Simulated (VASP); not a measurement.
Si, 2 atoms in the cell. The typed cell holds 2 atoms: a = 3.849 Å, b = 3.849 Å, c = 3.849 Å, α = 60.00°, β = 60.00°, γ = 60.00°.  This cell differs from its parent crystal: atoms moved at random.

| Quantity | Value |
| --- | --- |
| Program | VASP 6.6.1 |
| Task | single point |
| Functional | PBEsol |
| Potentials or basis | VASP PAW PBE potentials, release 64 (Si) |
| Cutoff | 520 eV |
| k mesh | 8 × 8 × 8 |
| Occupations | fermi-dirac, width 0.05 eV |
| Spin | no spin polarisation |
| Dipole correction | no |
| Further INCAR settings | ALGO = Normal; EDIFF = 1e-06; NBANDS = 11 |

Potentials or basis: VASP PAW PBE potentials, release 64 (Si).

Command:

```sh
$ cat potpaw_PBE.64/Si/POTCAR > POTCAR
$ mpirun -np 1 vasp_std > vasp.out
```

Hardware: 1 thread of AMD EPYC 7R43 64-Core Processor (Zen 3) (shared host).

Q: Estimate the wall time of this run.

A: Run time: 2.3 min on 1 thread of AMD EPYC 7R43 64-Core Processor (Zen 3), with other jobs on the host, peak memory 0.19 GiB. Counts: scf iterations 11, k points 260.
